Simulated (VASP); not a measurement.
# Mo (Fmmm) in VASP: further runs

Runs on Mo. Level: PBE. Tasks: single point.

Everything below comes from runs of VASP 6.6.1. Logs are shortened: lines on timing, memory, paths and dates and some standing lists are left out, and cuts for length are marked.

## (1) The cell of the first run

Symmetry: Fmmm, No. 69, orthorhombic system. The conventional cell has a = 3.142 Å, b = 4.410 Å, c = 4.477 Å, α = 90.00°, β = 90.00°, γ = 90.00°. Within 3.6 Å of Mo (site symmetry mmm) lie 14 Mo at 2.71 to 3.14 Å.

## (2) Single point, PBE (strain +0.0150 x Voigt [0, 0, 0, 0, 1, 0])

File INCAR:

```
ALGO = Fast ; EDIFF = 1E-6
ENCUT = 520 ; GGA = PE
ISIF = 2 ; ISMEAR = 0
LASPH = True ; LCHARG = False
LREAL = False ; LWAVE = False
NBANDS = 13 ; NELM = 60
PREC = Accurate ; SIGMA = 0.15
```

File KPOINTS:

```
k-points
0
Gamma
  22 22 22
```

File POSCAR:

```
Mo
1.0
   -1.5592175000      1.5710000000      1.5592175000
    1.5827825000     -1.5710000000      1.5827825000
    1.5592175000      1.5710000000     -1.5592175000
Mo
1
Direct
    0.0000000000      0.0000000000      0.0000000000
```

Potentials or basis: VASP PAW PBE potentials, release 64 (Mo_sv).

Command:

```console
$ cat potpaw_PBE.64/Mo_sv/POTCAR > POTCAR
$ mpirun -np 1 vasp_std > vasp.out
```

OUTCAR:

```text
EDIFF = 1E-6
   ENCUT = 520
   GGA = PE
   ISIF = 2
   ISMEAR = 0
   LASPH = True
   LREAL = False
   NELM = 60
   PREC = Accurate

 ion  position               nearest neighbor table
   1  0.000  0.000  0.000-

  LATTYP: Found a face centered orthorhombic cell.
 ALAT       =     3.1420000000
 B/A-ratio  =     1.4036069607
 C/A-ratio  =     1.4248201641

  Lattice vectors:

 A1 = (  -0.0235650000,   0.0000000000,  -3.1420000000)
 A2 = (  -1.5827825000,   1.5710000000,  -1.5827825000)
 A3 = (   1.5592175000,   1.5710000000,  -1.5592175000)

Analysis of symmetry for initial positions (statically):
=====================================================================
 Subroutine PRICEL returns:
 Original cell was already a primitive cell.

 Routine SETGRP: Setting up the symmetry group for a
 face centered orthorhombic supercell.

 Subroutine GETGRP returns: Found  8 space group operations
 (whereof  8 operations were pure point group operations)
 out of a pool of  8 trial point group operations.

The static configuration has the point symmetry D_2h.

Analysis of symmetry for dynamics (positions and initial velocities):
=====================================================================
 Subroutine PRICEL returns:
 Original cell was already a primitive cell.

 Routine SETGRP: Setting up the symmetry group for a
 face centered orthorhombic supercell.

 Subroutine GETGRP returns: Found  8 space group operations
 (whereof  8 operations were pure point group operations)
 out of a pool of  8 trial point group operations.

The dynamic configuration has the point symmetry D_2h.

 Subroutine INISYM returns: Found  8 space group operations
 (whereof  8 operations are pure point group operations),
 and found     1 'primitive' translations

----------------------------------------------------------------------------------------

                                     Primitive cell

  volume of cell :      15.5083

  direct lattice vectors                    reciprocal lattice vectors
    -1.559217500  1.571000000  1.559217500    -0.002387149  0.318268619  0.318286522
     1.582782500 -1.571000000  1.582782500     0.315899373  0.000000000  0.315899373
     1.559217500  1.571000000 -1.559217500     0.318286522  0.318268619 -0.002387149

  length of vectors
     2.707463652  2.734674000  2.707463652     0.450118787  0.446749178  0.450118787

[... 79 lines left out ...]
   LREAL  =      F    real-space projection
   EDIFFG = 0.1E-04   stopping-criterion for IOM
   NSW    =      0    number of steps for IOM
   IBRION =     -1    ionic relax: 0-MD 1-quasi-New 2-CG
   NFREE  =      0    steps in history (QN), initial steepest desc. (CG)
   ISIF   =      2    stress and relaxation
   ISYM   =      2    0-nonsym 1-usesym 2-fastsym
   POTIM  = 0.5000    time-step for ionic-motion
   TEBEG  =    0.0;   TEEND  =   0.0 temperature during run
   PSTRESS=    0.0 pullay stress
   NELECT =      14.0000    total number of electrons
   NUPDOWN=      -1.0000    fix difference up-down
   EMIN   =  10.00;   EMAX   =-10.00  energy-range for DOS
   EFERMI =   0.00;   METHOD = LEGACY
   ISMEAR =     0;   SIGMA  =   0.15  broadening in eV -4-tet -1-fermi 0-gaus
   EFERMI_NEDOS =   21; number of points for ismear=-14 and -15
   IALGO  =     68    algorithm
   IMIX   =      4    mixing-type and parameters
     AMIX     =   0.40;   BMIX     =  1.00
     AMIX_MAG =   1.60;   BMIX_MAG =  1.00
  volume/ion in A,a.u.               =      15.51       104.66
  Fermi-wavevector in a.u.,A,eV,Ry     =   1.582205  2.989934 34.060461  2.503373
  Thomas-Fermi vector in A             =   2.682164
   LORBIT       =      0    0 simple, 1 ext, 2 COOP (PROOUT), +10 PAW based schemes
   GGA     = PE    functional components
   LHFCALC =     F    Hartree Fock is set to
   AEXX    =    0.0000 exact exchange contribution
   IVDW    =     0    specifies the selected vdW correction
   LEPSILON=     F    determine dielectric tensor
   LRPA    =     F    only Hartree local field effects (RPA)
 non-spin polarized calculation
 RMM-DIIS sequential band-by-band and
 Gauss-broadening in eV      SIGMA  =   0.15
  energy-cutoff  :      520.00
  volume of cell :       15.51
 maximum number of plane-waves:       431
   NGX =  9   NGY = 11   NGZ =  9

 number of electron      14.0000000 magnetization

 Free energy of the ion-electron system (eV)
  ---------------------------------------------------
  ext. energy  EPLUGINS =         0.00000000
  ---------------------------------------------------
  free energy    TOTEN  =       -10.93148540 eV

  energy without entropy =      -10.92406744  energy(sigma->0) =      -10.92777642

 E-fermi :  12.7134     XC(G=0): -13.4349

 val. band max:       12.7131317849   @ k =   0.1364  -0.1818   0.1364
 cond. band min:      12.7175773555   @ k =  -0.3636   0.3182   0.3182
 fundamental gap:      0.0044455706
 Fermi energy:        12.7133522863

 k-point     1 :       0.0000    0.0000    0.0000
  band No.  band energies     occupation
      1     -48.5591      2.00000
      2     -21.8276      2.00000
      3     -21.8060      2.00000
      4     -21.7856      2.00000
      5       5.4601      2.00000
      6      11.2205      2.00000
      7      11.3372      2.00000
      8      11.4656      2.00000
      9      14.3996      0.00000
     10      14.4060      0.00000
     11      27.4344      0.00000
     12      27.5670      0.00000
     13      27.6984      0.00000
[... 354 lines left out ...]
  band No.  band energies     occupation
      1     -48.2853      2.00000
      2     -23.2290      2.00000
      3     -22.2704      2.00000
      4     -21.8281      2.00000
      5       7.4227      2.00000
      6       9.3079      2.00000
      7      13.8932      0.00000
      8      14.4297      0.00000
      9      15.3056      0.00000
     10      17.6447      0.00000
     11      24.4865      0.00000
     12      24.8578      0.00000
     13      30.1318      0.00000

 [... further k-points ...]
[... 5 lines left out ...]
  --------------------------------------------------------------------------------------
  -------------------------------------------------------------------------------------
  Total        0.5261058      0.5287374      0.5261058      0.0000000      0.0000000     -0.1526337
  in kB       54.3525044     54.6243758     54.3525044      0.0000000      0.0000000    -15.7687327
  external PRESSURE =      54.4431282 kB  Pullay stress =       0.0000000 kB

 VOLUME and BASIS-vectors are now :
 -----------------------------------------------------------------------------
  energy-cutoff  :      520.00
  volume of cell :       15.51
      direct lattice vectors                 reciprocal lattice vectors
    -1.559217500  1.571000000  1.559217500    -0.002387149  0.318268619  0.318286522
     1.582782500 -1.571000000  1.582782500     0.315899373  0.000000000  0.315899373
     1.559217500  1.571000000 -1.559217500     0.318286522  0.318268619 -0.002387149

 POSITION                                       TOTAL-FORCE (eV/Angst)
 -----------------------------------------------------------------------------------
      0.00000      0.00000      0.00000        -0.000000      0.000000      0.000000
 -----------------------------------------------------------------------------------
    total drift:                                0.000000     -0.000000      0.000000

  FREE ENERGIE OF THE ION-ELECTRON SYSTEM (eV)
  ---------------------------------------------------
  free  energy   TOTEN  =       -10.9314853955 eV

  energy  without entropy=      -10.9240674392  energy(sigma->0) =      -10.92777642
```

OSZICAR:

```text
N       E                     dE             d eps       ncg     rms          rms(c)
DAV:   1     0.927970071984E+02    0.92797E+02   -0.80576E+03 40160   0.111E+03
DAV:   2    -0.104136326579E+02   -0.10321E+03   -0.99314E+02 45790   0.312E+02
DAV:   3    -0.115777740098E+02   -0.11641E+01   -0.11608E+01 44575   0.330E+01
DAV:   4    -0.115803941480E+02   -0.26201E-02   -0.26200E-02 44770   0.190E+00
DAV:   5    -0.115804109096E+02   -0.16762E-04   -0.16763E-04 45000   0.135E-01    0.150E+01
RMM:   6    -0.110129322403E+02    0.56748E+00   -0.66893E-01 39907   0.768E+00    0.446E+00
RMM:   7    -0.109343168114E+02    0.78615E-01   -0.20146E-01 40784   0.416E+00    0.107E+00
RMM:   8    -0.109317015800E+02    0.26152E-02   -0.10360E-02 44140   0.112E+00    0.152E-01
RMM:   9    -0.109314968630E+02    0.20472E-03   -0.11014E-03 44709   0.349E-01    0.446E-02
RMM:  10    -0.109314868261E+02    0.10037E-04   -0.18332E-04 45952   0.147E-01    0.198E-02
RMM:  11    -0.109314856090E+02    0.12170E-05   -0.14734E-05 45213   0.479E-02    0.170E-03
RMM:  12    -0.109314853955E+02    0.21349E-06   -0.33587E-06 34047   0.202E-02
   1 F= -.10931485E+02 E0= -.10927776E+02  d E =-.741796E-02
```

Run time: 5.8 min. Hardware: 1 thread of Intel Xeon 8259CL, shared host; peak memory 0.38 GiB.

What came out:

| Property | Result |
| --- | --- |
| Free energy | -10.9315 eV |
| Pressure | 5.4 GPa |
| Band gap on the k mesh | zero (bands 7 and 8 overlap by 5.20 eV) |

Levels at points of the mesh, in eV from the Fermi level:
| k point | band 4 | band 5 | band 6 | band 7 | band 8 | band 9 | band 10 | band 11 |
| --- | --- | --- | --- | --- | --- | --- | --- | --- |
| (0.00, 0.00, 0.00) | -34.50 | -7.25 | -1.49 | -1.38 | -1.25 | 1.69 | 1.69 | 14.72 |
| (0.50, 0.00, 0.00) | -34.53 | -5.36 | -3.43 | 1.66 | 1.72 | 2.35 | 4.81 | 11.78 |
| (0.00, 0.50, 0.00) | -34.52 | -5.35 | -3.47 | 1.54 | 1.79 | 2.46 | 4.73 | 11.60 |
| (0.50, 0.00, 0.50) | -34.55 | -5.38 | -3.39 | 1.65 | 1.79 | 2.25 | 4.89 | 11.88 |
| (0.50, 0.50, 0.50) | -35.47 | -5.49 | -5.49 | 3.90 | 4.03 | 4.17 | 9.04 | 9.13 |

Caveat: the cell differs from its parent crystal (strain +0.0150 x Voigt [0, 0, 0, 0, 1, 0]); the cell stands under pressure.

## (3) Single point, PBE (strain +0.0050 x Voigt [0, 0, 0, 0, 1, 0])

File INCAR:

```
SYSTEM = Mo
  PREC = Accurate
  ENCUT = 520
  EDIFF = 1E-6
  ISMEAR = 0
  SIGMA = 0.15
  LREAL = .FALSE.
  LASPH = .TRUE.
  NELM = 60
  ALGO = Fast
  ISIF = 2
  LWAVE = .FALSE.
  LCHARG = .TRUE.
  GGA = PE
  LELF = .TRUE.
  LVHAR = .TRUE.
  NBANDS = 13
```

File KPOINTS:

```
Automatic mesh
0
G
  22 22 22
  0 0 0
```

File POSCAR:

```
Mo
1.0
   -1.5670725000      1.5710000000      1.5670725000
    1.5749275000     -1.5710000000      1.5749275000
    1.5670725000      1.5710000000     -1.5670725000
Mo
1
Direct
    0.0000000000      0.0000000000      0.0000000000
```

Potentials or basis: VASP PAW PBE potentials, release 64 (Mo_sv).

Command:

```console
$ cat potpaw_PBE.64/Mo_sv/POTCAR > POTCAR
$ mpirun -np 1 vasp_std > vasp.out
```

Wall time 4.8 min (1 thread of Intel Xeon 8259CL, shared host); peak memory 0.38 GiB.

Results (log left out):

* Free energy: -10.9325 eV
* Pressure: 5.4 GPa
* Band gap on the k mesh: zero (bands 7 and 8 overlap by 5.32 eV)

Stress tensor (GPa, compression positive):
```
 5.40  0.00 -0.52
 0.00  5.40  0.00
-0.52  0.00  5.40
```

Levels at points of the mesh, in eV from the Fermi level:
```
           k point  band 4  band 5  band 6  band 7  band 8  band 9  band 10  band 11
(0.00, 0.00, 0.00)  -34.51   -7.25   -1.41   -1.37   -1.33    1.69     1.69    14.81
(0.50, 0.00, 0.00)  -34.53   -5.36   -3.43    1.67    1.72    2.36     4.81    11.78
(0.00, 0.50, 0.00)  -34.53   -5.36   -3.44    1.62    1.74    2.39     4.78    11.72
(0.50, 0.00, 0.50)  -34.54   -5.37   -3.42    1.70    1.71    2.32     4.84    11.84
(0.50, 0.50, 0.50)  -35.50   -5.49   -5.49    3.99    4.04    4.08     9.10     9.14
```

Caveat: the cell differs from its parent crystal (strain +0.0050 x Voigt [0, 0, 0, 0, 1, 0]); the cell stands under pressure.
